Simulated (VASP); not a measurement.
Set up this calculation in VASP 6.6.1, as the native input.

* Task: single point
* Functional: HSE06
* Potentials or basis: VASP PAW PBE potentials, release 64 (Li_sv, F)
* Cutoff: 520 eV
* k mesh: 4 × 4 × 4
* Occupations: fermi-dirac, width 0.05 eV
* Spin: no spin polarisation
* Dipole correction: no
* Grid for exact exchange (PRECFOCK): Normal
* Further INCAR settings: ALGO = Normal; EDIFF = 1e-06; NBANDS = 12
* Screening parameter: 0.2079 1/Å

The system is LiF (rock salt type).

```
Li F
1.0
     0.00000    2.03500    2.03500
     2.03500    0.00000    2.03500
     2.03500    2.03500    0.00000
Li F
1 1
Direct
  0.00851 0.00851 0.00851
  0.50000 0.50000 0.50000
```

The input as run:

POSCAR

```
LiF
1.0
    0.0000000000      2.0350000000      2.0350000000
    2.0350000000      0.0000000000      2.0350000000
    2.0350000000      2.0350000000      0.0000000000
Li F
1 1
Direct
    0.0085113062      0.0085113062      0.0085113062
    0.5000000000      0.5000000000      0.5000000000
```

INCAR.step1

```
PREC = Accurate ; ENCUT = 520
EDIFF = 1E-5 ; ISMEAR = -1
SIGMA = 0.05 ; LREAL = F
LASPH = T ; NELM = 100
ALGO = Normal ; ISIF = 2
LWAVE = T ; LCHARG = F
NBANDS = 12 ; GGA = PE
```

INCAR.step2

```
PREC = Accurate ; ENCUT = 520
EDIFF = 1E-6 ; ISMEAR = -1
SIGMA = 0.05 ; LREAL = F
LASPH = T ; NELM = 100
ALGO = Normal ; ISIF = 2
LWAVE = F ; LCHARG = F
GGA = PE ; LHFCALC = T
HFSCREEN = 0.2079 ; PRECFOCK = Normal
NBANDS = 12 ; ISTART = 1
```

KPOINTS

```
regular mesh
0
Gamma
  4 4 4
```

Potentials or basis: VASP PAW PBE potentials, release 64 (Li_sv, F).

Command:

```bash
$ cat potpaw_PBE.64/Li_sv/POTCAR potpaw_PBE.64/F/POTCAR > POTCAR
$ cp INCAR.step1 INCAR
$ mpirun -np 1 vasp_std > vasp.out
$ cp INCAR.step2 INCAR
$ mpirun -np 1 vasp_std > vasp.out
```

It gave:

```
Largest force          : 0.075 eV/Å
Band gap on the k mesh : 11.09 eV, direct
```

Caveat: the k points lie up to 0.67 Å⁻¹ apart; the PAW data sets were made with another functional, which shifts forces and pressure a little.

It took 98 s on 1 thread of Intel(R) Xeon(R) Platinum 8259CL CPU @ 2.50GHz (Skylake/Cascade Lake), on a shared host, peak memory 0.23 GiB.
